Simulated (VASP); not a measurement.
Crystal: SiC.

```
Si C
1.0
     3.07423    0.00000    0.00000
    -1.53711    2.66236    0.00000
     0.00000    0.00000   15.06818
Si C
6 6
Cartesian
  1.5371 0.8875 6.9057
  0.0000 1.7749 14.4398
  1.5371 0.8875 11.9295
  0.0000 1.7749 4.3954
  0.0000 0.0000 9.4176
  0.0000 0.0000 1.8835
  1.5371 0.8875 5.0222
  0.0000 1.7749 12.5563
  1.5371 0.8875 10.0460
  0.0000 1.7749 2.5119
  0.0000 0.0000 7.5341
  0.0000 0.0000 0.0000
```

Base run:

```yaml
Program: VASP 6.6.1
Functional: PBE
Dispersion: D4
Potentials_or_basis: VASP PAW PBE potentials, release 64 (Si, C)
Cutoff: 520 eV
k_mesh: 10 × 10 × 2
Occupations: fermi-dirac, width 0.05 eV
Spin: no spin polarisation
```

Its results: band gap on the k mesh 2.02 eV (least direct gap 3.12 eV); pressure 0.4 GPa; largest force 0.148 eV/Å.

Q: The run is repeated on the same cell with these changes: functional from PBE to PBEsol; further incar settings from ALGO = Normal; EDIFF = 1e-07; NBANDS = 36 to ALGO = Normal; EDIFF = 1e-06; NBANDS = 36. What comes out?

A: Band gap on the k mesh 1.90 eV (least direct gap 3.01 eV); pressure -0.9 GPa; largest force 0.147 eV/Å.

Caveats: the PAW data sets were made with another functional, which shifts forces and pressure a little (at least some runs).

A k mesh can miss the band edges.
